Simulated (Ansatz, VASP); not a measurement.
# One calculation of KF, two programs

```
CELL_PARAMETERS angstrom
0.00000 2.65906 2.65906
2.65906 0.00000 2.65906
2.65906 2.65906 0.00000
ATOMIC_POSITIONS crystal
K 0.00000 0.00000 0.00000
F 0.50000 0.50000 0.50000
```

Alike in both runs: functional r2SCAN; k mesh 8 × 8 × 8; occupations fermi-dirac, width 0.02 eV; no spin polarisation.

Ansatz relaxed the structure, and its values are those at the end. VASP's run is a single point on that final structure, the one shown.

```csv
,VASP,Ansatz
version,VASP 6.6.1,Ansatz 0.2.0
potentials or method,"VASP PAW PBE potentials, release 64 (K_sv, F), cutoff 520 eV",PAW plane waves
valence electrons in the cell,16,16
```

|  | VASP | Ansatz | Ansatz less VASP |
| --- | --- | --- | --- |
| gap on the k mesh at the Fermi level (eV) | 6.91 | 6.91 | +0.005 |
| pressure (GPa) | 0.0 | 0.0 | +0.05 |

VASP's potentials were made for PBE, not for r2SCAN.
